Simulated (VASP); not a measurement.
# Y (I4/mmm) in VASP: notebook

Y is run at these levels: r2SCAN; tasks: single point.

Program: VASP 6.6.1. These are calculated values, not measurements. Logs are shortened: lines on timing, memory, paths and dates and some standing lists are left out, and cuts for length are marked.

### Step 1. The cell of the first run

It takes space group I4/mmm (No. 139, tetragonal). Conventional cell: a = 3.818 Å, b = 3.818 Å, c = 4.211 Å, α = 90.00°, β = 90.00°, γ = 90.00°. Y (site symmetry 4/mmm) has 14 Y at 3.42 to 4.21 Å within 4.5 Å.

### Step 2. Single point, r2SCAN

The input, POSCAR:

```
Y
1.0
    0.0000000000      2.6995716510      2.1056658878
    2.6995716510      0.0000000000      2.1056658878
    2.6995716510      2.6995716510      0.0000000000
Y
1
Direct
    0.0000000000      0.0000000000      0.0000000000
```

The input, INCAR.step1:

```
SYSTEM = Y
PREC = Accurate
ENCUT = 520
ISMEAR = 0
SIGMA = 0.15
LREAL = .False.
LASPH = .True.
NELM = 80
NBANDS = 12
GGA = PE
ALGO = Normal
EDIFF = 1E-4
LWAVE = .True.
LCHARG = .False.
```

The input, INCAR.step2:

```
SYSTEM = Y
PREC = Accurate
ENCUT = 520
EDIFF = 1E-7
ISMEAR = 0
SIGMA = 0.15
LREAL = .False.
LASPH = .True.
NELM = 80
ALGO = Normal
ISIF = 2
LWAVE = .False.
LCHARG = .False.
METAGGA = R2SCAN
LMIXTAU = .True.
NBANDS = 12
ISTART = 1
```

The input, KPOINTS:

```
regular mesh
0
Gamma
  18 18 18
  0 0 0
```

Potentials or basis: VASP PAW PBE potentials, release 64 (Y_sv).

On the command line:

```console
$ cat potpaw_PBE.64/Y_sv/POTCAR > POTCAR
$ cp INCAR.step1 INCAR
$ mpirun -np 1 vasp_std > vasp.out
$ cp INCAR.step2 INCAR
$ mpirun -np 1 vasp_std > vasp.out
```

OUTCAR:

```text
SYSTEM = Y
   PREC = Accurate
   ENCUT = 520
   EDIFF = 1E-7
   ISMEAR = 0
   LREAL = .False.
   LASPH = .True.
   NELM = 80
   ISIF = 2
   METAGGA = R2SCAN
   ISTART = 1

 ion  position               nearest neighbor table
   1  0.000  0.000  0.000-

  LATTYP: Found a body centered tetragonal cell.
 ALAT       =     3.8177708414
 C/A-ratio  =     1.1030865787

  Lattice vectors:

 A1 = (   0.0000000000,  -2.6995716510,  -2.1056658878)
 A2 = (   0.0000000000,   2.6995716510,  -2.1056658878)
 A3 = (   2.6995716510,   0.0000000000,   2.1056658878)

Analysis of symmetry for initial positions (statically):
=====================================================================
 Subroutine PRICEL returns:
 Original cell was already a primitive cell.

 Routine SETGRP: Setting up the symmetry group for a
 body centered tetragonal supercell.

 Subroutine GETGRP returns: Found 16 space group operations
 (whereof 16 operations were pure point group operations)
 out of a pool of 16 trial point group operations.

The static configuration has the point symmetry D_4h.

Analysis of symmetry for dynamics (positions and initial velocities):
=====================================================================
 Subroutine PRICEL returns:
 Original cell was already a primitive cell.

 Routine SETGRP: Setting up the symmetry group for a
 body centered tetragonal supercell.

 Subroutine GETGRP returns: Found 16 space group operations
 (whereof 16 operations were pure point group operations)
 out of a pool of 16 trial point group operations.

The dynamic configuration has the point symmetry D_4h.

 Subroutine INISYM returns: Found 16 space group operations
 (whereof 16 operations are pure point group operations),
 and found     1 'primitive' translations

----------------------------------------------------------------------------------------

                                     Primitive cell

  volume of cell :      30.6909

  direct lattice vectors                    reciprocal lattice vectors
     0.000000000  2.699571651  2.105665888    -0.185214569  0.185214569  0.237454576
     2.699571651  0.000000000  2.105665888     0.185214569 -0.185214569  0.237454576
     2.699571651  2.699571651  0.000000000     0.185214569  0.185214569 -0.237454576

  length of vectors
     3.423669950  3.423669950  3.817770841     0.353544267  0.353544267  0.353544267

  position of ions in fractional coordinates (direct lattice)
     0.000000000  0.000000000  0.000000000

  ion indices of the primitive-cell ions
   primitive index   ion index
                 1           1

----------------------------------------------------------------------------------------

 KPOINTS: regular mesh

Automatic generation of k-mesh.
 Grid dimensions read from file:
 generate k-points for:   18   18   18

 Generating k-lattice:

  Cartesian coordinates                     Fractional coordinates (reciprocal lattice)
    -0.010289698  0.010289698  0.013191921     0.055555556 -0.000000000  0.000000000
     0.010289698 -0.010289698  0.013191921    -0.000000000  0.055555556  0.000000000
     0.010289698  0.010289698 -0.013191921     0.000000000  0.000000000  0.055555556

  Length of vectors
     0.019641348  0.019641348  0.019641348

  Shift w.r.t. Gamma in fractional coordinates (k-lattice)
     0.000000000  0.000000000  0.000000000

 Subroutine IBZKPT returns following result:
 ===========================================

 Found    480 irreducible k-points:

 Following reciprocal coordinates:
            Coordinates               Weight
  0.000000  0.000000  0.000000      1.000000
  0.055556 -0.000000  0.000000      8.000000
  0.111111 -0.000000  0.000000      8.000000
  0.166667 -0.000000  0.000000      8.000000
  0.222222 -0.000000  0.000000      8.000000
  0.277778  0.000000  0.000000      8.000000
[... 16 lines left out ...]
 -0.277778  0.055556  0.000000      8.000000
 -0.222222  0.055556  0.000000      8.000000
 [... further k-points ...]
   k-points           NKPTS =    480   k-points in BZ     NKDIM =    480   number of bands    NBANDS=     12
   number of dos      NEDOS =    301   number of ions     NIONS =      1
   total plane-waves  NPLWV =  21952
   dimension x,y,z NGX =    28 NGY =   28 NGZ =   28
   dimension x,y,z NGXF=    56 NGYF=   56 NGZF=   56
   ions per type =               1
   NGX,Y,Z   is equivalent  to a cutoff of  13.60, 13.60, 12.19 a.u.
   NGXF,Y,Z  is equivalent  to a cutoff of  27.19, 27.19, 24.39 a.u.
 SYSTEM =  Y
   PREC   = accura    normal or accurate (medium, high low for compatibility)
   ISTART =      1    job   : 0-new  1-cont  2-samecut
   ICHARG =      0    charge: 1-file 2-atom 10-const
   ISPIN  =      1    spin polarized calculation?
   LNONCOLLINEAR =      F non collinear calculations
   LSORBIT =      F    spin-orbit coupling
   LASPH  =      T    aspherical Exc in radial PAW
   ENCUT  =  520.0 eV  38.22 Ry    6.18 a.u.   6.37  6.37  7.10*2*pi/ulx,y,z
   NELM   =     80;   NELMIN=  2; NELMDL=  0     # of ELM steps
   EDIFF  = 0.1E-06   stopping-criterion for ELM
   LREAL  =      F    real-space projection
   EDIFFG = 0.1E-05   stopping-criterion for IOM
   NSW    =      0    number of steps for IOM
   IBRION =     -1    ionic relax: 0-MD 1-quasi-New 2-CG
   NFREE  =      0    steps in history (QN), initial steepest desc. (CG)
   ISIF   =      2    stress and relaxation
   ISYM   =      2    0-nonsym 1-usesym 2-fastsym
   POTIM  = 0.5000    time-step for ionic-motion
   TEBEG  =    0.0;   TEEND  =   0.0 temperature during run
   PSTRESS=    0.0 pullay stress
   NELECT =      11.0000    total number of electrons
   NUPDOWN=      -1.0000    fix difference up-down
   EMIN   =  10.00;   EMAX   =-10.00  energy-range for DOS
   EFERMI =   0.00;   METHOD = LEGACY
   ISMEAR =     0;   SIGMA  =   0.15  broadening in eV -4-tet -1-fermi 0-gaus
   EFERMI_NEDOS =   21; number of points for ismear=-14 and -15
   IALGO  =     38    algorithm
   IMIX   =      4    mixing-type and parameters
     AMIX     =   0.40;   BMIX     =  1.00
     AMIX_MAG =   1.60;   BMIX_MAG =  1.00
  volume/ion in A,a.u.               =      30.69       207.11
  Fermi-wavevector in a.u.,A,eV,Ry     =   1.162883  2.197530 18.399114  1.352297
  Thomas-Fermi vector in A             =   2.299439
   LORBIT       =      0    0 simple, 1 ext, 2 COOP (PROOUT), +10 PAW based schemes
   METAGGA = R2SCAN    functional components
   LHFCALC =     F    Hartree Fock is set to
   AEXX    =    0.0000 exact exchange contribution
   IVDW    =     0    specifies the selected vdW correction
   LEPSILON=     F    determine dielectric tensor
   LRPA    =     F    only Hartree local field effects (RPA)
 non-spin polarized calculation
 Gauss-broadening in eV      SIGMA  =   0.15
  energy-cutoff  :      520.00
  volume of cell :       30.69
 maximum number of plane-waves:       847
 NGX is ok and might be reduce to    28
   NGX = 13   NGY = 13   NGZ = 15

 number of electron      11.0000001 magnetization

 Free energy of the ion-electron system (eV)
  ---------------------------------------------------
  ext. energy  EPLUGINS =         0.00000000
  ---------------------------------------------------
  free energy    TOTEN  =       -20.15749481 eV

  energy without entropy =      -20.13495085  energy(sigma->0) =      -20.14622283

 E-fermi :   3.5224     XC(G=0): -10.3510

 val. band max:        3.5190895368   @ k =  -0.3333   0.1111   0.2778
 cond. band min:       3.5273373960   @ k =  -0.2778   0.2222   0.4444
 fundamental gap:      0.0082478592
 Fermi energy:         3.5223661250

 k-point     1 :       0.0000    0.0000    0.0000
  band No.  band energies     occupation
      1     -40.6543      2.00000
      2     -19.6448      2.00000
      3     -19.6340      2.00000
      4     -19.6340      2.00000
      5      -1.6086      2.00000
      6       5.3896      0.00000
      7       5.3896      0.00000
      8       6.2274      0.00000
      9       6.9766      0.00000
     10       8.0997      0.00000
     11      13.7134      0.00000
     12      14.9860      0.00000

 k-point     2 :       0.0556   -0.0000    0.0000
  band No.  band energies     occupation
      1     -40.6515      2.00000
      2     -19.6633      2.00000
      3     -19.6400      2.00000
      4     -19.6387      2.00000
      5      -1.5208      2.00000
      6       5.3591      0.00000
      7       5.4072      0.00000
      8       6.2253      0.00000
      9       6.9085      0.00000
     10       8.0466      0.00000
     11      13.9101      0.00000
     12      15.1084      0.00000

 k-point     3 :       0.1111   -0.0000    0.0000
  band No.  band energies     occupation
      1     -40.6433      2.00000
      2     -19.7283      2.00000
      3     -19.6571      2.00000
      4     -19.6399      2.00000
      5      -1.2646      2.00000
      6       5.2300      0.00000
      7       5.3920      0.00000
      8       6.3020      0.00000
      9       6.7824      0.00000
     10       7.9331      0.00000
     11      14.3666      0.00000
     12      15.3996      0.00000
[... 286 lines left out ...]
 k-point    23 :      -0.2778    0.0556    0.0000
  band No.  band energies     occupation
      1     -40.5953      2.00000
      2     -20.0785      2.00000
      3     -19.7535      2.00000
      4     -19.6668      2.00000
      5       0.3361      2.00000
      6       4.2226      0.00000
      7       4.8202      0.00000
      8       6.5764      0.00000
      9       7.6030      0.00000
     10       8.2015      0.00000
     11      14.2665      0.00000
     12      14.9353      0.00000

 k-point    24 :      -0.2222    0.0556    0.0000
  band No.  band energies     occupation
      1     -40.6116      2.00000
      2     -19.9561      2.00000
      3     -19.7196      2.00000
      4     -19.6670      2.00000
      5      -0.2203      2.00000
      6       4.5617      0.00000
      7       5.0835      0.00000
      8       6.5461      0.00000
      9       6.9438      0.00000
     10       8.0222      0.00000
     11      14.8146      0.00000
     12      15.7654      0.00000

 [... further k-points ...]

------------------------ aborting loop because EDIFF is reached ----------------------------------------

  FORCE on cell =-STRESS in cart. coord.  units (eV):
  Direction    XX          YY          ZZ          XY          YZ          ZX
  --------------------------------------------------------------------------------------
  -------------------------------------------------------------------------------------
  Total        0.6026387      0.6026387      0.9505914      0.0000000      0.0000000      0.0000000
  in kB       31.4599811     31.4599811     49.6244015      0.0000000      0.0000000      0.0000000
  external PRESSURE =      37.5147879 kB  Pullay stress =       0.0000000 kB

 VOLUME and BASIS-vectors are now :
 -----------------------------------------------------------------------------
  energy-cutoff  :      520.00
  volume of cell :       30.69
      direct lattice vectors                 reciprocal lattice vectors
     0.000000000  2.699571651  2.105665888    -0.185214569  0.185214569  0.237454576
     2.699571651  0.000000000  2.105665888     0.185214569 -0.185214569  0.237454576
     2.699571651  2.699571651  0.000000000     0.185214569  0.185214569 -0.237454576

 POSITION                                       TOTAL-FORCE (eV/Angst)
 -----------------------------------------------------------------------------------
      0.00000      0.00000      0.00000         0.000000      0.000000      0.000000
 -----------------------------------------------------------------------------------
    total drift:                               -0.000000     -0.000000     -0.000000

  FREE ENERGIE OF THE ION-ELECTRON SYSTEM (eV)
  ---------------------------------------------------
  free  energy   TOTEN  =       -20.1574948061 eV

  energy  without entropy=      -20.1349508490  energy(sigma->0) =      -20.14622283
```

Run time: 12 min. Hardware: 1 thread of Intel Xeon Platinum 8259CL at 2.50GHz (Skylake/Cascade Lake), shared host; peak memory 0.34 GiB.

What came out:

- Free energy: -20.1575 eV
- Pressure: 3.8 GPa
- Band gap on the k mesh: zero (an odd number of electrons rules out a gap without spin polarisation)

Caveat: the cell stands under pressure; the PAW data sets were made with another functional, which shifts forces and pressure a little.

(Part 1 of 2 ends here.)
